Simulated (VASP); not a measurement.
# CuSi16 (a cell with a defect) in VASP: a series of runs, part 2 of 2

VASP 6.6.1. The steps go on from the part before.

## 4. Single point, PBE

INCAR

```
SYSTEM = CuSi16
PREC = Accurate
ENCUT = 520
EDIFF = 1E-6
ISMEAR = -1
SIGMA = 0.02
LREAL = Auto
LASPH = .TRUE.
NELM = 60
ALGO = Normal
ISIF = 2
LWAVE = .FALSE.
LCHARG = .FALSE.
GGA = PE
NELECT = 74.0
NBANDS = 52
```

KPOINTS

```
regular mesh
0
G
  2 2 2
  0 0 0
```

POSCAR

```
CuSi16
1.0
    0.0000000000      5.4300000000      5.4300000000
    5.4300000000      0.0000000000      5.4300000000
    5.4300000000      5.4300000000      0.0000000000
Si Cu
16 1
Direct
    0.0458379374      0.0593186004     -0.0872375691
    0.0974493554      0.1223296501      0.1502486188
   -0.0788029466      0.0254143646      0.5049907919
    0.0968416206      0.1885727440      0.5344290976
   -0.0031952118      0.5198618785     -0.0240423573
    0.1504880295      0.6813535912      0.0019797422
   -0.0133517495      0.5629281768      0.3806629834
    0.1280478821      0.6586740331      0.5645119705
    0.4528453039      0.0872836096      0.0381675875
    0.6911325967      0.1721639042      0.0249631676
    0.4313904236      0.0847790055      0.4818324125
    0.4909484346      0.2112430939      0.6759944751
    0.5102946593      0.5428176796     -0.0169613260
    0.6354880295      0.6998710866      0.0584714549
    0.4731675875      0.6315653775      0.4264456722
    0.6156906077      0.6872375691      0.5718784530
    0.6550368324      0.2989042357      0.2871915285
```

Potentials or basis: VASP PAW PBE potentials, release 64 (Si, Cu).

Launch:

```
$ cat potpaw_PBE.64/Si/POTCAR potpaw_PBE.64/Cu/POTCAR > POTCAR
$ mpirun -np 1 vasp_std > vasp.out
```

OUTCAR:

```text
SYSTEM = CuSi16
   PREC = Accurate
   ENCUT = 520
   EDIFF = 1E-6
   ISMEAR = -1
   LREAL = Auto
   LASPH = .TRUE.
   NELM = 60
   ISIF = 2
   GGA = PE
   NELECT = 74.0

 ion  position               nearest neighbor table
   1  0.046  0.059  0.913-  10 2.23   2 2.35   6 2.40   4 2.44  11 3.14
   2  0.097  0.122  0.150-   3 2.26   9 2.33   1 2.35   5 2.51  17 2.78
   3  0.921  0.025  0.505-   2 2.26   8 2.37   4 2.39  17 2.65  12 2.74
   4  0.097  0.189  0.534-  11 2.15   7 2.36   3 2.39   1 2.44
[... 640 lines left out ...]
  Total       -9.5311963     -5.2079623     -1.5928227      0.4907322      9.4503193     -3.6883327
  in kB      -47.6901305    -26.0584711     -7.9698205      2.4554192     47.2854559    -18.4548783
  external PRESSURE =     -27.2394740 kB  Pullay stress =       0.0000000 kB

 VOLUME and BASIS-vectors are now :
 -----------------------------------------------------------------------------
  energy-cutoff  :      520.00
  volume of cell :      320.21
      direct lattice vectors                 reciprocal lattice vectors
     0.000000000  5.430000000  5.430000000    -0.092081031  0.092081031  0.092081031
     5.430000000  0.000000000  5.430000000     0.092081031 -0.092081031  0.092081031
     5.430000000  5.430000000  0.000000000     0.092081031  0.092081031 -0.092081031

 POSITION                                       TOTAL-FORCE (eV/Angst)
 -----------------------------------------------------------------------------------
      5.27840      5.20520      0.57100        -1.458623      0.280442      0.150996
      1.48010      1.34500      1.19340         0.327538     -1.336563      1.183326
      2.88010      7.74420      5.14010         1.219176      0.256023     -0.739781
      3.92590      3.42780      1.54980         1.283729     -1.393416     -1.297216
      8.12230     10.71210      8.23550        -2.127955     -0.922984     -0.181355
      3.71050      0.82790      4.51690         1.389252      1.396678      0.785109
[... 9 lines left out ...]
      6.83700      6.44850      7.07490         1.576252      1.076851      1.154472
      3.18250      5.11630      5.17990         0.188752      0.134181      0.097164
 -----------------------------------------------------------------------------------
    total drift:                               -0.001762      0.003368      0.006134

  FREE ENERGIE OF THE ION-ELECTRON SYSTEM (eV)
  ---------------------------------------------------
  free  energy   TOTEN  =       -89.9899229860 eV

  energy  without entropy=      -89.9801195853  energy(sigma->0) =      -89.98502129
```

OSZICAR:

```text
N       E                     dE             d eps       ncg     rms          rms(c)
DAV:   1     0.327056219875E+03    0.32706E+03   -0.27412E+04   832   0.123E+03
DAV:   2    -0.517569037708E+02   -0.37881E+03   -0.35543E+03   856   0.241E+02
DAV:   3    -0.923089178566E+02   -0.40552E+02   -0.37798E+02  1112   0.788E+01
DAV:   4    -0.945890793429E+02   -0.22802E+01   -0.22417E+01  1160   0.184E+01
DAV:   5    -0.946799206977E+02   -0.90841E-01   -0.90615E-01  1168   0.368E+00    0.271E+01
DAV:   6    -0.107674707404E+03   -0.12995E+02   -0.28150E+02  1096   0.280E+02    0.232E+01
DAV:   7    -0.928704089505E+02    0.14804E+02   -0.69985E+01  1104   0.513E+01    0.116E+01
DAV:   8    -0.903890031155E+02    0.24814E+01   -0.23759E+01  1168   0.118E+02    0.838E+00
DAV:   9    -0.900928214267E+02    0.29618E+00   -0.54335E+00  1296   0.272E+01    0.294E+00
DAV:  10    -0.899779884909E+02    0.11483E+00   -0.81202E-01  1336   0.191E+01    0.910E-01
DAV:  11    -0.899973649367E+02   -0.19376E-01   -0.18127E-01  1312   0.706E+00    0.718E-01
DAV:  12    -0.899962398010E+02    0.11251E-02   -0.11265E-01  1104   0.978E+00    0.642E-01
DAV:  13    -0.899895448626E+02    0.66949E-02   -0.32586E-02  1120   0.531E+00    0.824E-02
DAV:  14    -0.899899177790E+02   -0.37292E-03   -0.34003E-03  1304   0.355E-01    0.653E-02
DAV:  15    -0.899899115776E+02    0.62014E-05   -0.11777E-04  1360   0.222E-01    0.347E-02
DAV:  16    -0.899899263606E+02   -0.14783E-04   -0.66332E-05  1344   0.121E-01    0.210E-02
DAV:  17    -0.899899227758E+02    0.35848E-05   -0.17839E-05  1236   0.910E-02    0.929E-03
DAV:  18    -0.899899229860E+02   -0.21018E-06   -0.83853E-07   576   0.890E-03
   1 F= -.89989923E+02 E0= -.89985021E+02  d E =-.980340E-02
```

Wall time 8.2 min (1 thread of Intel Xeon 8259CL, shared host); peak memory 0.5 GiB.

What came out:

```
Free energy   : -89.9899 eV
Largest force : 3.212 eV/Å
```

Forces in eV/Å, atoms in the order of the input:
```
Si  -1.459  0.280  0.151
Si   0.328 -1.337  1.183
Si   1.219  0.256 -0.740
Si   1.284 -1.393 -1.297
Si  -2.128 -0.923 -0.181
Si   1.389  1.397  0.785
Si   1.173  1.100  0.582
Si   0.318 -0.977 -2.209
Si  -1.575 -0.290 -1.472
Si   2.286  0.513  0.309
Si  -1.897  2.390  1.003
Si  -0.979 -0.541  1.125
Si  -1.540 -1.608  0.218
Si   1.089 -0.132  0.574
Si  -1.272  0.054 -1.284
Si   1.576  1.077  1.154
Cu   0.189  0.134  0.097
```

Levels at points of the mesh, in eV from the Fermi level:
| k point | band 34 | band 35 | band 36 | band 37 | band 38 | band 39 | band 40 | band 41 |
| --- | --- | --- | --- | --- | --- | --- | --- | --- |
| (0.00, 0.00, 0.00) | -0.80 | -0.52 | -0.36 | -0.07 | 0.04 | 0.28 | 0.44 | 0.55 |
| (0.50, 0.00, 0.00) | -1.06 | -0.73 | -0.55 | -0.01 | 0.20 | 0.46 | 0.70 | 1.06 |
| (0.00, 0.50, 0.00) | -1.38 | -0.94 | -0.72 | -0.36 | 0.05 | 0.72 | 0.73 | 0.91 |
| (0.00, 0.00, 0.50) | -1.50 | -0.90 | -0.73 | -0.26 | 0.03 | 0.67 | 0.90 | 0.95 |
| (0.50, 0.50, 0.50) | -1.31 | -1.09 | -0.39 | -0.11 | 0.40 | 0.58 | 0.76 | 0.99 |
| (0.50, 0.50, 0.00) | -1.31 | -1.19 | -1.02 | -0.64 | 0.36 | 0.57 | 1.47 | 1.50 |
| (0.00, 0.50, 0.50) | -1.43 | -1.28 | -0.81 | -0.65 | 0.27 | 0.80 | 1.32 | 1.62 |
| (0.50, 0.00, 0.50) | -1.27 | -1.11 | -0.99 | -0.70 | 0.27 | 0.70 | 1.17 | 1.54 |

Caveat: the k points lie up to 0.50 Å⁻¹ apart; the cell carries a net charge on a neutralising background, which shifts energy and pressure; the cell is charged against a uniform background, so pressure and absolute levels hang on convention; the atoms stand as in a frame of molecular dynamics.
